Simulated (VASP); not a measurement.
Wanted: the native input for a VASP 6.6.1 run.

| Property | Result |
| --- | --- |
| Task | single point |
| Functional | r2SCAN |
| Potentials or basis | VASP PAW PBE potentials, release 64 (Al, Ga_d, N) |
| Cutoff | 520 eV |
| k mesh | 8 × 8 × 6 |
| Occupations | gaussian, width 0.05 eV |
| Spin | no spin polarisation |
| Dipole correction | no |
| Further INCAR settings | ALGO = Normal; EDIFF = 1e-06; NBANDS = 21 |

Crystal: AlGaN2.

```
Al Ga N
1.0
     3.14088    0.00000    0.00000
     0.00000    3.14088    0.00000
     0.00000    0.00000    4.42384
Al Ga N
1 1 2
Direct
  0.50000 0.50000 0.50000
  0.00000 0.00000 0.00000
  0.50000 0.00000 0.72470
  0.00000 0.50000 0.27530
```

This cell differs from its parent crystal: mode 12 (706.6 1/cm) frozen in, largest displacement +0.060 Å.

The input as run:

POSCAR

```
AlGaN2
1.0
    3.1408770487      0.0000000000      0.0000000000
    0.0000000000      3.1408770487      0.0000000000
    0.0000000000      0.0000000000      4.4238379400
Al Ga N
1 1 2
Direct
    0.5000000000      0.5000000000      0.5000000000
    0.0000000000      0.0000000000      0.0000000000
    0.5000000000      0.0000000000      0.7247019262
    0.0000000000      0.5000000000      0.2752980738
```

INCAR.step1

```
SYSTEM = AlGaN2
PREC = Accurate ; ENCUT = 520
ISMEAR = 0 ; SIGMA = 0.05
LREAL = .FALSE. ; LASPH = .TRUE.
NELM = 80 ; NBANDS = 21
GGA = PE ; ALGO = Normal
EDIFF = 1E-4 ; LWAVE = .TRUE.
LCHARG = .FALSE.
```

INCAR.step2

```
SYSTEM = AlGaN2
PREC = Accurate ; ENCUT = 520
EDIFF = 1E-6 ; ISMEAR = 0
SIGMA = 0.05 ; LREAL = .FALSE.
LASPH = .TRUE. ; NELM = 80
ALGO = Normal ; ISIF = 2
LWAVE = .FALSE. ; LCHARG = .FALSE.
METAGGA = R2SCAN ; LMIXTAU = .TRUE.
NBANDS = 21 ; ISTART = 1
```

KPOINTS

```
regular mesh
0
G
  8 8 6
  0 0 0
```

Potentials or basis: VASP PAW PBE potentials, release 64 (Al, Ga_d, N).

Launch:

```bash
$ cat potpaw_PBE.64/Al/POTCAR potpaw_PBE.64/Ga_d/POTCAR potpaw_PBE.64/N/POTCAR > POTCAR
$ cp INCAR.step1 INCAR
$ mpirun -np 1 vasp_std > vasp.out
$ cp INCAR.step2 INCAR
$ mpirun -np 1 vasp_std > vasp.out
```

It gave:

| Item | Value |
| --- | --- |
| Pressure | 0.5 GPa |
| Largest force | 1.540 eV/Å |
| Band gap on the k mesh | 3.25 eV, direct |

Caveat: the cell differs from its parent crystal (mode 12 (706.6 1/cm) frozen in, largest displacement +0.060 Å); the PAW data sets were made with another functional, which shifts forces and pressure a little.

Run time: 89 s on 1 thread of AMD EPYC 9R45 96-Core Processor (Zen 5), with other jobs on the host, peak memory 0.17 GiB.
